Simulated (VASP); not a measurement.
TiAl:

```
Ti Al
1.0
     3.15773    0.00000    0.00000
     0.00000    3.15773    0.00000
     0.00000    0.00000    3.15773
Ti Al
1 1
Direct
  0.00000 0.00000 0.00000
  0.50000 0.50000 0.50000
```

This cell differs from its parent crystal: volume scaled by 0.98.

Base run:

| Quantity | Value |
| --- | --- |
| Program | VASP 6.6.1 |
| Functional | PBEsol |
| Potentials or basis | VASP PAW PBE potentials, release 64 (Ti_sv, Al) |
| Cutoff | 520 eV |
| k mesh | 8 × 8 × 8 |
| Occupations | fermi-dirac, width 0.05 eV |
| Spin | no spin polarisation |

Its results: pressure -0.1 GPa.

Q: After a change of settings the same cell gave: pressure 1.8 GPa. Which change was it?
A. functional from PBEsol to PBE
B. functional from PBEsol to r2SCAN
C. functional from PBEsol to LDA; potentials or basis from VASP PAW PBE potentials, release 64 (Ti_sv, Al) to VASP PAW LDA potentials, release 64 (Ti_sv, Al)

A: B.

Caveats: the PAW data sets were made with another functional, which shifts forces and pressure a little.
